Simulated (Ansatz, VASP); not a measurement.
# Sc2GaN3 in VASP and in Ansatz

```
Sc Ga N
1.0
     3.35000    0.00000    0.00000
    -1.67500    2.90119    0.00000
     0.00000    0.00000    8.30000
Sc Ga N
2 1 3
Direct
  0.66667 0.33333 0.33330
  0.33333 0.66667 0.66670
  0.00000 0.00000 0.00000
  0.33333 0.66667 0.16670
  0.00000 0.00000 0.50000
  0.66667 0.33333 0.83330
```

Alike in both runs: task relaxation of cell and atoms; functional PBE; k mesh 4 × 4 × 2; occupations gaussian, width 0.15 eV; no spin polarisation.

|  | VASP | Ansatz |
| --- | --- | --- |
| version | VASP 6.6.1 | Ansatz 0.2.0 |
| potentials or method | VASP PAW PBE potentials, release 64 (Sc_sv, Ga_d, N), cutoff 600 eV | scalar-relativistic, plane waves, PAW |
| valence electrons in the cell | 50 | 50 |

```csv
,VASP,Ansatz,Ansatz less VASP
"gap on the k mesh at the Fermi level, each at its own relaxed structure (eV)",0.80,0.84,+0.038
relaxed volume (Å³/atom),10.98,10.92,-0.055
relaxed cell length with the largest relative difference (Å),3.167,3.162,-0.0057
```

The k mesh is coarse, so the values compare programs but aren't converged. Noted on VASP's run: the volume moved by over 15 % at a fixed basis, so the end points are rough.
